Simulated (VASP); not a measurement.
Au, 1 atom in the cell. It takes space group Fm-3m (No. 225, cubic). The conventional cell has a = 4.121 Å, b = 4.121 Å, c = 4.121 Å, α = 90.00°, β = 90.00°, γ = 90.00°. Within 3.8 Å of Au (site symmetry m-3m) lie 12 Au at 2.91 Å. 

```yaml
Program: VASP 6.6.1
Task: single point
Functional: r2SCAN
Potentials_or_basis: VASP PAW PBE potentials, release 64 (Au)
Cutoff: 550 eV
k_mesh: 7 × 7 × 7
Occupations: fermi-dirac, width 0.0974 eV
Spin: no spin polarisation
Dipole_correction: no
Further_INCAR_settings: ALGO = Normal; EDIFF = 1e-06; NBANDS = 12
```

Potentials or basis: VASP PAW PBE potentials, release 64 (Au).

Command:

```bash
$ cat potpaw_PBE.64/Au/POTCAR > POTCAR
$ cp INCAR.step1 INCAR
$ mpirun -np 1 vasp_std > vasp.out
$ cp INCAR.step2 INCAR
$ mpirun -np 1 vasp_std > vasp.out
```

Hardware: 1 thread of Intel Xeon 8259CL, on a shared host.

**Question.** Estimate the wall time of this run.

**Answer.** It took 27 s on 1 thread of Intel Xeon 8259CL (shared host), peak memory 0.14 GiB. Counts: k points 20.
